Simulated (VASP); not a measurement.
Wanted: the native input for a VASP 6.6.1 run.

* Task: single point
* Functional: PBE
* Potentials or basis: VASP PAW PBE potentials, release 64 (V_sv)
* Cutoff: 520 eV
* k mesh: 24 × 24 × 24
* Occupations: fermi-dirac, width 0.1 eV
* Spin: no spin polarisation
* Dipole correction: no
* Further INCAR settings: ALGO = Normal; EDIFF = 1e-07; NBANDS = 12

The structure of V lies in POSCAR:

```
V
1.0
   -1.4580819435      1.4580819435      1.4580819435
    1.4580819435     -1.4580819435      1.4580819435
    1.4580819435      1.4580819435     -1.4580819435
V
1
Direct
    0.0000000000      0.0000000000      0.0000000000
```

This cell differs from its parent crystal: volume scaled by 0.92.

The input as run:

INCAR

```
  ALGO = Normal
  EDIFF = 1E-7
  ENCUT = 520
  GGA = PE
  ISIF = 2
  ISMEAR = -1
  LASPH = T
  LCHARG = F
  LREAL = F
  LWAVE = F
  NBANDS = 12
  NELM = 100
  PREC = Accurate
  SIGMA = 0.1
```

KPOINTS

```
k-points
0
Gamma
  24 24 24
```

Potentials or basis: VASP PAW PBE potentials, release 64 (V_sv).

The run is started by

```bash
$ cat potpaw_PBE.64/V_sv/POTCAR > POTCAR
$ mpirun -np 1 vasp_std > vasp.out
```

It gave:

```yaml
Pressure: 18.1 GPa
```

Run time: 42 s on 1 thread of AMD EPYC 7R43 64-Core Processor (Zen 3) (shared host), peak memory 0.14 GiB.
